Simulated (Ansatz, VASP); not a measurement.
## GeCl5 in VASP and in Ansatz

```
Ge Cl
1.0
     5.71394    0.00000    0.00000
    -2.85697    4.94842    0.00000
     0.00000    0.00000    7.25621
Ge Cl
1 5
Direct
  0.00000 0.00000 0.00000
  0.50000 0.00000 0.00000
  0.00000 0.50000 0.00000
  0.50000 0.50000 0.00000
  0.00000 0.00000 0.30698
  0.00000 0.00000 0.69302
```

Alike in both runs: functional PBE; k mesh 12 × 12 × 6; occupations gaussian, width 0.1 eV; no spin polarisation.

Ansatz relaxed the structure, and its values are those at the end. VASP's run is a single point on that final structure, the one shown.

|  | VASP | Ansatz |
| --- | --- | --- |
| version | VASP 6.6.1 | Ansatz 0.2.0 |
| potentials or method | VASP PAW PBE potentials, release 64 (Ge_d, Cl), cutoff 520 eV | scalar-relativistic, plane waves, PAW |
| valence electrons in the cell | 49 | 49 |

Ansatz gave:

- gap on the k mesh at the Fermi level (eV): none
- pressure (GPa): 0.0
- rms of the force components (eV/Å): 0.000

**Question.** What did VASP give for the same quantities?

**Answer.** gap on the k mesh at the Fermi level (eV): none; pressure (GPa): -0.1; rms of the force components (eV/Å): 0.009.

A gap of «none» marks a metal or a gap that the smearing closes. The functional is the same, so the differences come from potentials, cutoffs and numerics. Ansatz's warnings: xc potential rough in thin density.
